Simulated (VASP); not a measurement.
# H4CO in VASP: further runs

Runs on H4CO. Level: r2SCAN+D3(BJ). Tasks: single point.

Program: VASP 6.6.1. These are calculated values, not measurements. Logs are shortened: lines on timing, memory, paths and dates and some standing lists are left out, and cuts for length are marked.

### Step 1. The cell of the first run

The cell holds an amorphous packing of atoms, 36 atoms: a = 7.380 Å, b = 7.380 Å, c = 7.380 Å, α = 90.00°, β = 90.00°, γ = 90.00°.

### Step 2. Single point, r2SCAN+D3(BJ)

The input, POSCAR:

```
H4CO
1.0
    7.3803230000      0.0000000000      0.0000000000
    0.0000000000      7.3803230000      0.0000000000
    0.0000000000      0.0000000000      7.3803230000
C O H
6 6 24
Direct
    0.6425735025      0.8502608897      0.6887096947
    0.9660959283      0.4160658009      0.4760496255
    0.9613535885      0.7114187279      0.0166523877
    0.4965907319      0.1497088949      0.2111018718
    0.3556483910      0.3021412477      0.7409160819
    0.3975435763      0.6540228659      0.2674408695
    0.5893779988      0.6643340678      0.7366073273
    1.0170693071      0.3271943518      0.3328038624
    0.9420590400      0.5766007802     -0.1095751500
    0.3682088169      0.0675038206      0.0874758462
    0.2712211918      0.3465430985      0.8909366162
    0.4898566093      0.7240875501      0.1179081187
    0.4981353797      0.9023724300      0.6864875697
    0.6866095156      0.6214768649      0.8160618444
    0.7048065511      0.9095265885      0.8327819799
    0.7387888037      0.8440958478      0.5794597337
    0.8749617056      0.5341365141      0.4183556736
    1.0866733068      0.2184728229      0.3469224856
    0.8852187093      0.3261645866      0.5618046798
    1.0625144726      0.4830682885      0.5707067292
    0.8353021948      0.7962388638      0.0339009553
    1.0612679147      0.5442038241     -0.1549661173
    1.0254700235      0.6787507810      0.1540989466
    1.0697770274      0.7930140727     -0.0239691406
    0.4175020524      0.1834879043      0.3144171332
    0.4208081408     -0.0415970954      0.0265300042
    0.5942693836      0.0477892363      0.2446369895
    0.5344346040      0.2561270015      0.1161466781
    0.3593067675      0.3901184271      0.6190514968
    0.2780501612      0.2661265638      1.0087769871
    0.4934065894      0.2611538817      0.7562406144
    0.3026561304      0.1748974943      0.6445246367
    0.5021053957      0.6107862759      0.3628838467
    0.5115358772      0.6523833713      0.0011788102
    0.3022089955      0.7535442554      0.3367738783
    0.3059215701      0.5531194231      0.2140692216
```

The input, INCAR.step1:

```
PREC = Accurate ; ENCUT = 520
ISMEAR = -1 ; SIGMA = 0.05
LREAL = Auto ; LASPH = T
NELM = 80 ; NBANDS = 66
GGA = PE ; ALGO = Normal
EDIFF = 1E-4 ; LWAVE = T
LCHARG = F
```

The input, INCAR.step2:

```
PREC = Accurate ; ENCUT = 520
EDIFF = 1E-6 ; ISMEAR = -1
SIGMA = 0.05 ; LREAL = Auto
LASPH = T ; NELM = 80
ALGO = Normal ; ISIF = 2
LWAVE = F ; LCHARG = F
METAGGA = R2SCAN ; LMIXTAU = T
IVDW = 12 ; VDW_S6 = 1.0
VDW_S8 = 0.78981345 ; VDW_A1 = 0.49484001
VDW_A2 = 5.73083694 ; NBANDS = 66
ISTART = 1
```

The input, KPOINTS:

```
regular mesh
0
Gamma
  1 1 1
```

Potentials or basis: VASP PAW PBE potentials, release 64 (C, O, H).

Launch:

```console
$ cat potpaw_PBE.64/C/POTCAR potpaw_PBE.64/O/POTCAR potpaw_PBE.64/H/POTCAR > POTCAR
$ cp INCAR.step1 INCAR
$ mpirun -np 1 vasp_gam > vasp.out
$ cp INCAR.step2 INCAR
$ mpirun -np 1 vasp_gam > vasp.out
```

OUTCAR:

```text
PREC = Accurate
   ENCUT = 520
   EDIFF = 1E-6
   ISMEAR = -1
   LREAL = Auto
   LASPH = T
   NELM = 80
   ISIF = 2
   METAGGA = R2SCAN
   IVDW = 12
   ISTART = 1
 IVDW          = 12

 ion  position               nearest neighbor table
   1  0.643  0.850  0.689-  16 1.08  13 1.13  15 1.24   7 1.47
   2  0.966  0.416  0.476-  19 1.09  20 1.11  17 1.18   8 1.30
   3  0.961  0.711  0.017-  24 1.05  21 1.13  23 1.15   9 1.37
   4  0.497  0.150  0.211-  25 0.99  27 1.07  28 1.09  10 1.45
   5  0.356  0.302  0.741-  31 1.07  29 1.11  32 1.24  11 1.31
   6  0.398  0.654  0.267-  36 1.08  33 1.09  35 1.14  12 1.40
   7  0.589  0.664  0.737-  14 0.98   1 1.47
   8  0.017  0.327  0.333-  18 0.96   2 1.30
   9  0.942  0.577  0.890-  22 0.97   3 1.37
  10  0.368  0.068  0.087-  26 1.00   4 1.45
  11  0.271  0.347  0.891-  30 1.05   5 1.31
  12  0.490  0.724  0.118-  34 1.02   6 1.40
  13  0.498  0.902  0.686-   1 1.13
  14  0.687  0.621  0.816-   7 0.98
  15  0.705  0.910  0.833-   1 1.24
  16  0.739  0.844  0.579-   1 1.08
  17  0.875  0.534  0.418-   2 1.18
  18  0.087  0.218  0.347-   8 0.96
[... 16 lines left out ...]
  35  0.302  0.754  0.337-   6 1.14
  36  0.306  0.553  0.214-   6 1.08

  LATTYP: Found a simple cubic cell.
 ALAT       =     7.3803230000

  Lattice vectors:

 A1 = (   7.3803230000,   0.0000000000,   0.0000000000)
 A2 = (   0.0000000000,   7.3803230000,   0.0000000000)
 A3 = (   0.0000000000,   0.0000000000,   7.3803230000)

Analysis of symmetry for initial positions (statically):
=====================================================================
 Subroutine PRICEL returns:
 Original cell was already a primitive cell.

 Routine SETGRP: Setting up the symmetry group for a
 simple cubic supercell.

 Subroutine GETGRP returns: Found  1 space group operations
 (whereof  1 operations were pure point group operations)
 out of a pool of 48 trial point group operations.

The static configuration has the point symmetry C_1 .

Analysis of symmetry for dynamics (positions and initial velocities):
=====================================================================
 Subroutine PRICEL returns:
 Original cell was already a primitive cell.

 Routine SETGRP: Setting up the symmetry group for a
 simple cubic supercell.

 Subroutine GETGRP returns: Found  1 space group operations
 (whereof  1 operations were pure point group operations)
 out of a pool of 48 trial point group operations.

The dynamic configuration has the point symmetry C_1 .

 Subroutine INISYM returns: Found  1 space group operations
 (whereof  1 operations are pure point group operations),
 and found     1 'primitive' translations

----------------------------------------------------------------------------------------

                                     Primitive cell

  volume of cell :     402.0001

  direct lattice vectors                    reciprocal lattice vectors
     7.380323000  0.000000000  0.000000000     0.135495425  0.000000000  0.000000000
     0.000000000  7.380323000  0.000000000     0.000000000  0.135495425  0.000000000
     0.000000000  0.000000000  7.380323000     0.000000000  0.000000000  0.135495425

  length of vectors
     7.380323000  7.380323000  7.380323000     0.135495425  0.135495425  0.135495425

  position of ions in fractional coordinates (direct lattice)
     0.642573502  0.850260890  0.688709695
     0.966095928  0.416065801  0.476049626
     0.961353589  0.711418728  0.016652388
     0.496590732  0.149708895  0.211101872
     0.355648391  0.302141248  0.740916082
     0.397543576  0.654022866  0.267440869
[... 28 lines left out ...]
     0.302208996  0.753544255  0.336773878
     0.305921570  0.553119423  0.214069222

  ion indices of the primitive-cell ions
   primitive index   ion index
                 1           1
                 2           2
                 3           3
                 4           4
                 5           5
                 6           6
[... 28 lines left out ...]
                35          35
                36          36

----------------------------------------------------------------------------------------

 KPOINTS: regular mesh

Automatic generation of k-mesh.
 Grid dimensions read from file:
 generate k-points for:    1    1    1

 Generating k-lattice:

  Cartesian coordinates                     Fractional coordinates (reciprocal lattice)
     0.135495425  0.000000000  0.000000000     1.000000000  0.000000000  0.000000000
     0.000000000  0.135495425  0.000000000     0.000000000  1.000000000  0.000000000
     0.000000000  0.000000000  0.135495425     0.000000000  0.000000000  1.000000000

  Length of vectors
     0.135495425  0.135495425  0.135495425

  Shift w.r.t. Gamma in fractional coordinates (k-lattice)
     0.000000000  0.000000000  0.000000000

 Subroutine IBZKPT returns following result:
 ===========================================

 Found      1 irreducible k-points:

 Following reciprocal coordinates:
            Coordinates               Weight
  0.000000  0.000000  0.000000      1.000000
   k-points           NKPTS =      1   k-points in BZ     NKDIM =      1   number of bands    NBANDS=     66
   number of dos      NEDOS =    301   number of ions     NIONS =     36
   total plane-waves  NPLWV = 175616
   dimension x,y,z NGX =    56 NGY =   56 NGZ =   56
   dimension x,y,z NGXF=   112 NGYF=  112 NGZF=  112
   ions per type =               6   6  24
   NGX,Y,Z   is equivalent  to a cutoff of  12.61, 12.61, 12.61 a.u.
   NGXF,Y,Z  is equivalent  to a cutoff of  25.23, 25.23, 25.23 a.u.
 SYSTEM =  unknown system
   PREC   = accura    normal or accurate (medium, high low for compatibility)
   ISTART =      1    job   : 0-new  1-cont  2-samecut
   ICHARG =      0    charge: 1-file 2-atom 10-const
   ISPIN  =      1    spin polarized calculation?
   LNONCOLLINEAR =      F non collinear calculations
   LSORBIT =      F    spin-orbit coupling
   LASPH  =      T    aspherical Exc in radial PAW
   ENCUT  =  520.0 eV  38.22 Ry    6.18 a.u.  13.72 13.72 13.72*2*pi/ulx,y,z
   NELM   =     80;   NELMIN=  2; NELMDL=  0     # of ELM steps
   EDIFF  = 0.1E-05   stopping-criterion for ELM
   LREAL  =      T    real-space projection
   EDIFFG = 0.1E-04   stopping-criterion for IOM
   NSW    =      0    number of steps for IOM
   IBRION =     -1    ionic relax: 0-MD 1-quasi-New 2-CG
   NFREE  =      0    steps in history (QN), initial steepest desc. (CG)
   ISIF   =      2    stress and relaxation
   ISYM   =      2    0-nonsym 1-usesym 2-fastsym
   POTIM  = 0.5000    time-step for ionic-motion
   TEBEG  =    0.0;   TEEND  =   0.0 temperature during run
   PSTRESS=    0.0 pullay stress
   NELECT =      84.0000    total number of electrons
   NUPDOWN=      -1.0000    fix difference up-down
   EMIN   =  10.00;   EMAX   =-10.00  energy-range for DOS
   EFERMI =   0.00;   METHOD = LEGACY
   ISMEAR =    -1;   SIGMA  =   0.05  broadening in eV -4-tet -1-fermi 0-gaus
   EFERMI_NEDOS =   21; number of points for ismear=-14 and -15
   IALGO  =     38    algorithm
   IMIX   =      4    mixing-type and parameters
     AMIX     =   0.40;   BMIX     =  1.00
     AMIX_MAG =   1.60;   BMIX_MAG =  1.00
  volume/ion in A,a.u.               =      11.17        75.36
  Fermi-wavevector in a.u.,A,eV,Ry     =   0.971462  1.835797 12.840345  0.943739
  Thomas-Fermi vector in A             =   2.101681
   LORBIT       =      0    0 simple, 1 ext, 2 COOP (PROOUT), +10 PAW based schemes
   METAGGA = R2SCAN    functional components
   LHFCALC =     F    Hartree Fock is set to
   AEXX    =    0.0000 exact exchange contribution
   IVDW    =    12    specifies the selected vdW correction
   LEPSILON=     F    determine dielectric tensor
   LRPA    =     F    only Hartree local field effects (RPA)
 non-spin polarized calculation
  energy-cutoff  :      520.00
  volume of cell :      402.00
 maximum number of plane-waves:      5414
 NGX is ok and might be reduce to    54
   NGX = 27   NGY = 27   NGZ = 27

 number of electron      83.9999998 magnetization

 Free energy of the ion-electron system (eV)
  ---------------------------------------------------
  ext. energy  EPLUGINS =         0.00000000
  ---------------------------------------------------
  free energy    TOTEN  =      -190.41938916 eV

  energy without entropy =     -190.41938916  energy(sigma->0) =     -190.41938916

 E-fermi :  -2.0882     XC(G=0):  -6.5412

 val. band max:       -3.2778456996   @ k =   0.0000   0.0000   0.0000
 cond. band min:       1.7855416640   @ k =   0.0000   0.0000   0.0000
 fundamental gap:      5.0633873635
 Fermi energy:        -2.0882257320

 k-point     1 :       0.0000    0.0000    0.0000
  band No.  band energies     occupation
      1     -25.0737      2.00000
      2     -24.4528      2.00000
      3     -24.3268      2.00000
      4     -23.9727      2.00000
      5     -23.7274      2.00000
      6     -23.6100      2.00000
[... 46 lines left out ...]
     53       5.1981      0.00000
     54       5.5307      0.00000
 [bands above 54 left out]

------------------------ aborting loop because EDIFF is reached ----------------------------------------

 Edisp (eV)   -0.60016

 E8    (eV) :    -0.0925

  FORCE on cell =-STRESS in cart. coord.  units (eV):
  Direction    XX          YY          ZZ          XY          YZ          ZX
  --------------------------------------------------------------------------------------
  -------------------------------------------------------------------------------------
  Total       1.13675     4.10934    -4.37632     2.17361     0.84655    -5.45620
  in kB       4.53053    16.37782   -17.44187     8.66297     3.37393   -21.74578
  external pressure =        1.16 kB  Pullay stress =        0.00 kB

 VOLUME and BASIS-vectors are now :
 -----------------------------------------------------------------------------
  energy-cutoff  :      520.00
  volume of cell :      402.00
      direct lattice vectors                 reciprocal lattice vectors
     7.380323000  0.000000000  0.000000000     0.135495425  0.000000000  0.000000000
     0.000000000  7.380323000  0.000000000     0.000000000  0.135495425  0.000000000
     0.000000000  0.000000000  7.380323000     0.000000000  0.000000000  0.135495425

 POSITION                                       TOTAL-FORCE (eV/Angst)
 -----------------------------------------------------------------------------------
      4.74240      6.27520      5.08290        -1.708320     -0.351123      4.842628
      7.13010      3.07070      3.51340        -3.207967      3.326224      3.162602
      7.09510      5.25050      0.12290         0.383168      1.395516      2.529476
      3.66500      1.10490      1.55800         0.915494     -1.414242     -4.793285
      2.62480      2.22990      5.46820         1.145307     -3.716056     -4.915929
      2.93400      4.82690      1.97380        -0.776047     -0.083299      0.152075
[... 28 lines left out ...]
      2.23040      5.56140      2.48550         1.102360     -0.190283     -0.787881
      2.25780      4.08220      1.57990        -0.107361     -0.950094      0.552495
 -----------------------------------------------------------------------------------
    total drift:                               -0.000732      0.000957      0.000430

  FREE ENERGIE OF THE ION-ELECTRON SYSTEM (eV)
  ---------------------------------------------------
  free  energy   TOTEN  =      -191.0195510966 eV

  energy  without entropy=     -191.0195510965  energy(sigma->0) =     -191.01955110
```

Run time: 3.1 min. Hardware: 1 thread of Intel Xeon Platinum 8559C (Emerald Rapids), shared host; peak memory 0.45 GiB.

What came out:

| Quantity | Value |
| --- | --- |
| Free energy | -191.0196 eV |
| Pressure | 0.1 GPa |
| Largest force | 6.268 eV/Å |
| Band gap on the k mesh | 5.06 eV |
| Dispersion energy per atom | -0.017 eV |

Forces on the atoms (eV/Å):
```
C   -1.708 -0.351  4.843
C   -3.208  3.326  3.163
C    0.383  1.396  2.529
C    0.915 -1.414 -4.793
C    1.145 -3.716 -4.916
C   -0.776 -0.083  0.152
O    0.784 -0.264  0.697
O    2.276 -1.868 -4.771
O   -0.714 -1.323 -0.734
O   -0.861 -1.691 -0.612
O   -2.408  1.446  3.690
O    1.333  1.154 -2.710
H    1.733  0.734 -1.220
H    0.168 -0.423 -0.816
H   -0.719 -0.479 -3.084
H   -0.050  0.682 -0.542
H    0.944 -1.470  1.179
H    0.085 -0.142  0.546
H   -0.512  0.375  0.506
H    0.413 -0.268 -0.718
H    0.888 -0.904 -0.003
H   -0.204 -0.434  0.286
H   -1.407 -0.738 -0.699
H    0.993  1.918 -0.960
H   -1.801  1.645  3.595
H   -0.489  0.819  1.064
H    0.857  0.042  0.276
H    1.377  0.796  1.311
H   -0.358  1.148  1.330
H    0.375  0.322 -3.209
H    1.162 -0.149  0.399
H   -0.048  1.016  2.056
H   -0.499 -0.481  0.358
H   -1.064  0.521  2.044
H    1.102 -0.190 -0.788
H   -0.107 -0.950  0.552
```

Caveat: the k points lie up to 0.85 Å⁻¹ apart; the PAW data sets were made with another functional, which shifts forces and pressure a little.

### Step 3. Single point, r2SCAN+D3(BJ)

The input, POSCAR:

```
H4CO
1.0
    7.3803230000      0.0000000000      0.0000000000
    0.0000000000      7.3803230000      0.0000000000
    0.0000000000      0.0000000000      7.3803230000
C O H
6 6 24
Direct
    0.6377227663      0.8521171770      0.6949424842
    0.9599037874      0.4234774007      0.4764425622
    0.9601205801      0.7113916288      0.0173569639
    0.4986096137      0.1502102279      0.2124161774
    0.3594693620      0.2982796281      0.7368783182
    0.3956872890      0.6505541831      0.2772642878
    0.5960714728      0.6660413101      0.7368241200
    1.0166221722      0.3247418846      0.3281970179
    0.9465981367      0.5743380066     -0.1058490258
    0.3733576430      0.0749831681      0.0776388784
    0.2797574036      0.3566646067      0.8956925056
    0.4968075245      0.7259844860      0.1102119785
    0.5239066095      0.9129139741      0.6736155044
    0.6986957075      0.6316254722      0.8213326165
    0.7216892811      0.9200952316      0.8035691663
    0.7336128785      0.8500034484      0.5658153444
    0.8659919085      0.5155194427      0.4083832103
    1.1046670993      0.2208304433      0.3430202174
    0.9087407150      0.3128182872      0.5842833708
    1.0618505450      0.4739358968      0.5564797096
    0.8370636353      0.8049512196      0.0181021888
    1.0614440587      0.5663031279     -0.1687731011
    1.0193320807      0.6868263083      0.1498985884
    1.0939629607      0.8014012395     -0.0411499605
    0.4220682482      0.2066576219      0.3431286137
    0.4101582004     -0.0504584962      0.0555531242
    0.6148240395      0.0634796065      0.2322798067
    0.5312098129      0.2677254098      0.1168106057
    0.3399851199      0.4099278582      0.6242951697
    0.2902176504      0.2470352585      0.9904580057
    0.5126062911      0.2677796080      0.7625005030
    0.2823318166      0.1996525084      0.6614480152
    0.4665513962      0.6114637530      0.4006193225
    0.4941247151      0.6589278003      0.0089020494
    0.3058673719      0.7765649281      0.3149862140
    0.3027103285      0.5790396979      0.1950456640
```

The input, INCAR.step1:

```
SYSTEM = H4CO
PREC = Accurate
ENCUT = 520
ISMEAR = -1
SIGMA = 0.05
LREAL = Auto
LASPH = .TRUE.
NELM = 80
NBANDS = 66
GGA = PE
ALGO = Normal
EDIFF = 1E-4
LWAVE = .TRUE.
LCHARG = .FALSE.
```

The input, INCAR.step2:

```
SYSTEM = H4CO
PREC = Accurate
ENCUT = 520
EDIFF = 1E-6
ISMEAR = -1
SIGMA = 0.05
LREAL = Auto
LASPH = .TRUE.
NELM = 80
ALGO = Normal
ISIF = 2
LWAVE = .FALSE.
LCHARG = .TRUE.
METAGGA = R2SCAN
LMIXTAU = .TRUE.
IVDW = 12
VDW_S6 = 1.0
VDW_S8 = 0.78981345
VDW_A1 = 0.49484001
VDW_A2 = 5.73083694
LELF = .TRUE.
LVHAR = .TRUE.
NBANDS = 66
ISTART = 1
```

The input, KPOINTS:

```
Automatic mesh
0
G
  1 1 1
  0 0 0
```

Potentials or basis: VASP PAW PBE potentials, release 64 (C, O, H).

Launch:

```console
$ cat potpaw_PBE.64/C/POTCAR potpaw_PBE.64/O/POTCAR potpaw_PBE.64/H/POTCAR > POTCAR
$ cp INCAR.step1 INCAR
$ mpirun -np 1 vasp_gam > vasp.out
$ cp INCAR.step2 INCAR
$ mpirun -np 1 vasp_gam > vasp.out
```

It took 4 min on 1 thread of Intel Xeon Platinum 8559C (Emerald Rapids), shared host; peak memory 0.46 GiB.

The run converged. Its results:

```
Free energy                : -190.5355 eV
Pressure                   : -1.8 GPa
Largest force              : 7.596 eV/Å
Band gap on the k mesh     : 4.93 eV
Dispersion energy per atom : -0.017 eV
```

Forces in eV/Å, atoms in the order of the input:
```
C    6.999 -2.932 -0.353
C   -2.179 -3.800  1.103
C    3.246  4.722 -0.960
C   -1.584  2.817 -1.458
C    1.603  1.851 -1.833
C   -1.450  4.156 -2.511
O    1.403  0.143  1.858
O    2.204 -2.176 -2.353
O   -0.809 -1.495 -0.851
O   -0.207 -1.007  1.338
O   -0.524 -1.114  2.228
O    0.912  3.316  5.821
H   -4.932  3.037 -1.138
H   -1.041 -0.284 -1.506
H   -0.867 -0.408 -0.676
H   -1.455  0.392  1.522
H   -0.273  0.233  1.257
H   -1.334  1.737  0.437
H   -0.608  1.998 -1.364
H    2.133  1.978  0.844
H    1.124 -1.072  0.332
H   -0.287 -0.644  0.323
H   -0.766 -0.862  0.483
H   -2.643 -0.661  1.121
H    1.316 -1.214 -1.885
H   -0.155 -0.399  0.199
H    0.021 -0.160  0.378
H    0.860 -0.225  2.105
H    1.006 -0.719  1.752
H   -0.241  1.675 -2.111
H   -1.862  0.096 -0.963
H   -0.042 -1.568  0.378
H    0.571 -0.594 -0.711
H   -0.558 -3.282 -3.523
H    1.288 -1.421 -0.107
H   -0.872 -2.112  0.823
```

Stress tensor (GPa, compression positive):
```
-1.32  1.43  0.85
 1.43  0.02  3.77
 0.85  3.77 -4.03
```

Levels at points of the mesh, in eV from the valence-band top:
```
           k point  band 40  band 41  band 42  band 43  band 44  band 45
(0.00, 0.00, 0.00)    -0.38    -0.06     0.00     4.93     5.73     6.21
```

Caveat: the k points lie up to 0.85 Å⁻¹ apart; the PAW data sets were made with another functional, which shifts forces and pressure a little.

(Continued in part 2 of 2.)
